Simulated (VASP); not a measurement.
Input of a VASP 6.6.1 run:

The input INCAR:

```
  ALGO = Normal
  EDIFF = 1E-6
  ENCUT = 520
  GGA = PE
  ISIF = 2
  ISMEAR = 0
  LASPH = True
  LCHARG = True
  LELF = True
  LREAL = False
  LVHAR = True
  LWAVE = False
  NBANDS = 84
  NELM = 100
  PREC = Accurate
  SIGMA = 0.1
```

Contents of KPOINTS:

```
k-points
0
Gamma
  6 6 6
```

File POSCAR:

```
Ti
1.0
    2.7137388930      1.5667778804      9.6205056129
   -2.7137388930      1.5667778804      9.6205056129
    0.0000000000     -3.1335557607      9.6205056129
Ti
12
Direct
    0.0473587984      0.5456015294      0.0473587984
    0.0473587984      0.0473587984      0.5456015294
    0.5456015294      0.0473587984      0.0473587984
    0.9526412016      0.4543984706      0.9526412016
    0.4543984706      0.9526412016      0.9526412016
    0.9526412016      0.9526412016      0.4543984706
    0.2097496916      0.7050037074      0.2097496916
    0.2097496916      0.2097496916      0.7050037074
    0.7050037074      0.2097496916      0.2097496916
    0.7902503084      0.2949962926      0.7902503084
    0.2949962926      0.7902503084      0.7902503084
    0.7902503084      0.7902503084      0.2949962926
```

Potentials or basis: VASP PAW PBE potentials, release 64 (Ti_sv).

Run with:

```bash
$ cat potpaw_PBE.64/Ti_sv/POTCAR > POTCAR
$ mpirun -np 1 vasp_std > vasp.out
```

Problem. What does it give for the largest force?

Solution. 0.015 eV/Å.

Problem. Estimate the pressure.

Solution. -0.4 GPa.

Problem. What does it give for the band gap on the k mesh?

Solution. Zero (band 72 reaches 6.33 eV, above the bottom of band 73 at 6.16 eV).

Forces in eV/Å, atoms in the order of the input:
```
Ti  -0.012  0.007  0.005
Ti   0.000 -0.014  0.005
Ti   0.012  0.007  0.005
Ti   0.012 -0.007 -0.005
Ti  -0.012 -0.007 -0.005
Ti   0.000  0.014 -0.005
Ti  -0.012  0.007 -0.007
Ti   0.000 -0.014 -0.007
Ti   0.012  0.007 -0.007
Ti   0.012 -0.007  0.007
Ti  -0.012 -0.007  0.007
Ti   0.000  0.014  0.007
```
